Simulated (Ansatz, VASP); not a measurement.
**TiCrC4N4: VASP beside Ansatz**

File INCAR:

```
SYSTEM = TiCrC4N4
  PREC = Accurate
  ENCUT = 520
  EDIFF = 1E-7
  ISMEAR = 0
  SIGMA = 0.1
  LREAL = .False.
  LASPH = .True.
  NELM = 150
  ALGO = Normal
  ISIF = 2
  LWAVE = .False.
  LCHARG = .False.
  ISPIN = 2
  MAGMOM = 1 3 0 0 0 0 0 0 0 0
  LORBIT = 11
  LMAXMIX = 4
  GGA = PE
  NBANDS = 45
```

KPOINTS

```
Automatic mesh
0
Gamma
  4 4 4
  0 0 0
```

Contents of POSCAR:

```
TiCrC4N4
1.0
    5.9328513700      0.0000000000      0.0000000000
    0.0000000000      5.9328513700      0.0000000000
    0.0000000000      0.0000000000      5.9328513700
Ti Cr C N
1 1 4 4
Direct
    0.0000000000      0.0000000000      0.0000000000
    0.5000000000      0.5000000000      0.5000000000
    0.1885947800      0.1885947800      0.1885947800
    0.1885947800      0.8114052200      0.8114052200
    0.8114052200      0.1885947800      0.8114052200
    0.8114052200      0.8114052200      0.1885947800
    0.3024523200      0.3024523200      0.3024523200
    0.3024523200      0.6975476800      0.6975476800
    0.6975476800      0.3024523200      0.6975476800
    0.6975476800      0.6975476800      0.3024523200
```

Input for Ansatz:

```yaml
crystal:
  lattice:
    - [5.93285137, 0.0, 0.0]
    - [0.0, 5.93285137, 0.0]
    - [0.0, 0.0, 5.93285137]
  atoms:
    - { symbol: Ti, position: [0.0, 0.0, 0.0], spin: 1.0 }
    - { symbol: Cr, position: [0.5, 0.5, 0.5], spin: 3.0 }
    - { symbol: C, position: [0.18859478, 0.18859478, 0.18859478] }
    - { symbol: C, position: [0.18859478, 0.81140522, 0.81140522] }
    - { symbol: C, position: [0.81140522, 0.18859478, 0.81140522] }
    - { symbol: C, position: [0.81140522, 0.81140522, 0.18859478] }
    - { symbol: "N", position: [0.30245232, 0.30245232, 0.30245232] }
    - { symbol: "N", position: [0.30245232, 0.69754768, 0.69754768] }
    - { symbol: "N", position: [0.69754768, 0.30245232, 0.69754768] }
    - { symbol: "N", position: [0.69754768, 0.69754768, 0.30245232] }
basis:
  ecutwfc: 420
kpoints:
  mp_grid: { grid: [4, 4, 4] }
hamiltonian:
  xc: pbe
scf:
  occupations: { method: gaussian, width: 0.1 }
  lower_state_search: "off"
output:
  forces: true
  stress: true
  eigenvalues: true
  populations: true
magnetization:
  spin_polarized: true
```

Alike in both runs: task single point; functional PBE; k mesh 4 × 4 × 4; occupations gaussian, width 0.1 eV; collinear spin.

```csv
,VASP,Ansatz
version,VASP 6.6.1,Ansatz 0.2.0
potentials or method,"VASP PAW PBE potentials, release 64 (Ti_sv, Cr_pv, C, N), cutoff 520 eV","scalar-relativistic, plane waves, PAW"
valence electrons in the cell,60,62
```

Ansatz gave:

| Quantity | Value |
| --- | --- |
| gap on the k mesh at the Fermi level (eV) | none |
| pressure (GPa) | 5.3 |
| rms of the force components (eV/Å) | 0.815 |
| net moment per atom (μB) | 0.38 |
| size of the moment on the site where the two differ most (μB) | 2.84 |

Problem. Estimate VASP's values.

Solution. gap on the k mesh at the Fermi level (eV): none; pressure (GPa): 2.6; rms of the force components (eV/Å): 1.518; net moment per atom (μB): 0.02; size of the moment on the site where the two differ most (μB): 0.10.

The net moments are unlike, so the other rows may belong to different states. Site moments also hang on the region over which each program counts them. Atom by atom the forces differ by 0.901 eV/Å (rms over components). A gap of «none» marks a metal or a gap that the smearing closes. VASP's potentials hold 60 valence electrons a cell and Ansatz's 62, so a difference there can come from the potentials and not from the codes.

Noted on VASP's run: the standard files for N, O and F lose accuracy on very short bonds.
